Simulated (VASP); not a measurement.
# LiF: relaxation of cell and atoms with r2SCAN

The system is LiF.

```xyz
2
Lattice="0.0000 2.0339 2.0339 2.0339 0.0000 2.0339 2.0339 2.0339 0.0000" Properties=species:S:1:pos:R:3 pbc="T T T"
Li    0.0000    0.0000    0.0000
F     2.0339    2.0339    2.0339
```

| Quantity | Value |
| --- | --- |
| Program | VASP 6.6.1 |
| Task | relaxation of cell and atoms |
| Functional | r2SCAN |
| Potentials or basis | VASP PAW PBE potentials, release 64 (Li_sv, F) |
| Cutoff | 600 eV |
| k mesh | 10 × 10 × 10 |
| Occupations | fermi-dirac, width 0.02 eV |
| Spin | no spin polarisation |
| Dipole correction | no |
| Further INCAR settings | ALGO = Normal; EDIFF = 1e-06; IBRION = 2; EDIFFG = -0.005; NSW = 80; ISIF = 3 |

```json
{"Relaxed volume": "7.84 Å³/atom", "Relaxed cell": "a = 2.809 Å, b = 2.809 Å, c = 2.809 Å, α = 60.00°, β = 60.00°, γ = 60.00°", "Space group after relaxing (to 0.05 Å)": "Fm-3m (No. 225)", "Energy gained by relaxing": "10.2 meV/atom", "Ionic steps": "4", "Pressure after relaxing": "0.0 GPa", "Band gap on the k mesh": "10.68 eV, direct"}
```

Step by step:
| step | energy change (eV) | largest force (eV/Å) | pressure (GPa) | volume (Å³) |
| --- | --- | --- | --- | --- |
| 1 | 0.0000 | 0.0000 | -5.03 | 16.83 |
| 2 | -0.0157 | 0.0000 | -2.72 | 16.19 |
| 3 | -0.0204 | 0.0000 | -0.17 | 15.71 |
| 4 | -0.0204 | 0.0000 | 0.00 | 15.68 |

Final structure:
```xyz
2
Lattice="0.0000 1.9864 1.9864 1.9864 0.0000 1.9864 1.9864 1.9864 0.0000" Properties=species:S:1:pos:R:3 pbc="T T T"
Li    0.0000    1.9864    1.9864
F     1.9864    1.9864    1.9864
```

Levels at points of the mesh, in eV from the valence-band top:
```csv
k point,band 3,band 4,band 5,band 6,band 7,band 8
"(0.00, 0.00, 0.00)",0.00,0.00,0.00,10.68,25.91,25.91
"(0.50, 0.00, 0.00)",-2.62,-0.26,-0.26,12.07,18.66,20.78
"(0.50, 0.50, 0.00)",-3.19,-1.07,-1.07,16.48,17.66,19.66
```

Wall time 55 s on 1 thread of Intel(R) Xeon(R) Platinum 8488C (Sapphire Rapids) (shared host), peak memory 0.14 GiB.

Caveat: the cutoff is under 1.25 times the usual one of these potentials, so pressure, stress and relaxed cells hold a basis-set (Pulay) error; the PAW data sets were made with another functional, which shifts forces and pressure a little. A k mesh can miss the band edges.
